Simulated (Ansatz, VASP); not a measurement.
This is a calculation of BaTiO3 for VASP 6.6.1.

INCAR

```
  PREC = Accurate
  ENCUT = 910
  EDIFF = 1E-6
  ISMEAR = -1
  SIGMA = 0.05
  LREAL = F
  LASPH = T
  NELM = 120
  ALGO = Normal
  ISIF = 2
  LWAVE = F
  LCHARG = F
  GGA = RE
  NBANDS = 28
  GGA_COMPAT = F
```

The input KPOINTS:

```
regular mesh
0
Gamma
  7 7 7
```

File POSCAR:

```
BaTiO3
1.0
    4.0262895137      0.0000000000      0.0000000000
    0.0000000000      4.0262895137      0.0000000000
    0.0000000000      0.0000000000      4.0446100470
Ba Ti O
1 1 3
Direct
    0.0000000000      0.0000000000      0.0000000000
    0.5000000000      0.5000000000      0.4900000000
    0.0000000000      0.5000000000      0.5170000000
    0.5000000000      0.0000000000      0.5170000000
    0.5000000000      0.5000000000      0.0190000000
```

Potentials or basis: VASP PAW PBE potentials, release 64 (Ba_sv, Ti_sv, O_h).

The run is started by

```bash
$ cat potpaw_PBE.64/Ba_sv/POTCAR potpaw_PBE.64/Ti_sv/POTCAR potpaw_PBE.64/O_h/POTCAR > POTCAR
$ mpirun -np 1 vasp_std > vasp.out
```

**Question.** Set up the same calculation for Ansatz 0.2.0. Potentials there: Ansatz PAW.

**Answer.** As run (the cutoff follows the program's own potentials):

The input input.yaml:

```yaml
crystal:
  lattice:
    - [4.0262895137, 0.0, 0.0]
    - [0.0, 4.0262895137, 0.0]
    - [0.0, 0.0, 4.044610047]
  atoms:
    - { symbol: Ba, position: [0.0, 0.0, 0.0] }
    - { symbol: Ti, position: [0.5, 0.5, 0.49] }
    - { symbol: O, position: [0.0, 0.5, 0.517] }
    - { symbol: O, position: [0.5, 0.0, 0.517] }
    - { symbol: O, position: [0.5, 0.5, 0.019] }
hamiltonian:
  xc: revpbe
  pseudopotentials: { kind: paw }
kpoints:
  mp_grid: { grid: [7, 7, 7] }
scf:
  occupations: { method: fermi_dirac, width: 0.05 }
output:
  forces: true
  stress: true
  eigenvalues: true
```

Potentials or basis: Ansatz PAW.

Run with:

```bash
$ ansatz run input.yaml --threads 2 --pin off --max-ram 5120MiB --backend cpu --events-out ev --progress --plain --runs-dir out
```

Both were run:

|  | VASP | Ansatz | Ansatz less VASP |
| --- | --- | --- | --- |
| gap on the k mesh at the Fermi level (eV) | 1.85 | 1.91 | +0.056 |
| least direct gap on the mesh (eV) | 2.06 | 2.09 | +0.023 |
| rms of the force components (eV/Å) | 0.130 | 0.130 | +0.0003 |

VASP's potentials were made for PBE, not for revPBE. Atom by atom the forces differ by 0.010 eV/Å (rms over components).

Neither program's run includes spin-orbit coupling. Noted on VASP's run: the cutoff is short for stress, so the pressure is rough. Noted on Ansatz's run: odd divisions of the mesh miss points on the zone boundary, where band edges often lie, so the gap on the mesh can be too wide.
